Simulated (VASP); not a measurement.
Set up this calculation in VASP 6.6.1, as the native input.

| Quantity | Value |
| --- | --- |
| Task | single point |
| Functional | r2SCAN |
| Potentials or basis | VASP PAW PBE potentials, release 64 (Na_pv, H) |
| Cutoff | 520 eV |
| k mesh | 10 × 10 × 10 |
| Occupations | fermi-dirac, width 0.2 eV |
| Spin | no spin polarisation |
| Dipole correction | no |
| Further INCAR settings | ALGO = Normal; EDIFF = 1e-07; NBANDS = 11 |

The system is NaH.

```xyz
2
Lattice="0.0000 2.3413 2.4371 2.3413 0.0000 2.4371 2.3413 2.3413 0.0000" Properties=species:S:1:pos:R:3 pbc="T T T"
Na    0.0000    0.0000    0.0000
H     2.3413    2.3413    2.4371
```

This cell differs from its parent crystal: volume 13.360 Å^3 an atom, c/a of the conventional cell 1.0409.

The input as run:

POSCAR

```
NaH
1.0
    0.0000000000      2.3413471797      2.4371082793
    2.3413471797      0.0000000000      2.4371082793
    2.3413471797      2.3413471797      0.0000000000
Na H
1 1
Direct
    0.0000000000      0.0000000000      0.0000000000
    0.5000000000      0.5000000000      0.5000000000
```

INCAR.step1

```
SYSTEM = NaH
PREC     = Accurate       ! precision mode
ENCUT    = 520            ! plane-wave cutoff, eV
ISMEAR   = -1             ! smearing method
SIGMA    = 0.2            ! smearing width, eV
LREAL    = .False.        ! projectors in reciprocal space
LASPH    = .True.         ! aspherical terms in the spheres
NELM     = 60             ! most SCF steps
NBANDS   = 11             ! bands
GGA      = PE             ! functional
ALGO     = Normal         ! electronic algorithm
EDIFF    = 1E-4           ! SCF threshold, eV
LWAVE    = .True.         ! write WAVECAR
LCHARG   = .False.        ! write CHGCAR
```

INCAR.step2

```
SYSTEM = NaH
PREC     = Accurate       ! precision mode
ENCUT    = 520            ! plane-wave cutoff, eV
EDIFF    = 1E-7           ! SCF threshold, eV
ISMEAR   = -1             ! smearing method
SIGMA    = 0.2            ! smearing width, eV
LREAL    = .False.        ! projectors in reciprocal space
LASPH    = .True.         ! aspherical terms in the spheres
NELM     = 60             ! most SCF steps
ALGO     = Normal         ! electronic algorithm
ISIF     = 2              ! what is computed and relaxed
LWAVE    = .False.        ! write WAVECAR
LCHARG   = .False.        ! write CHGCAR
METAGGA  = R2SCAN         ! meta-GGA
LMIXTAU  = .True.       
NBANDS   = 11             ! bands
ISTART   = 1
```

KPOINTS

```
regular mesh
0
Gamma
  10 10 10
  0 0 0
```

Potentials or basis: VASP PAW PBE potentials, release 64 (Na_pv, H).

The run is started by

```sh
$ cat potpaw_PBE.64/Na_pv/POTCAR potpaw_PBE.64/H/POTCAR > POTCAR
$ cp INCAR.step1 INCAR
$ mpirun -np 1 vasp_std > vasp.out
$ cp INCAR.step2 INCAR
$ mpirun -np 1 vasp_std > vasp.out
```

Results of the run:

```
Pressure               : 0.6 GPa
Band gap on the k mesh : 4.45 eV, indirect (least direct gap 5.29 eV)
```

Caveat: the PAW data sets were made with another functional, which shifts forces and pressure a little.

It took 7.2 min on 1 thread of AMD EPYC 7R13, with other jobs on the host, peak memory 0.14 GiB.
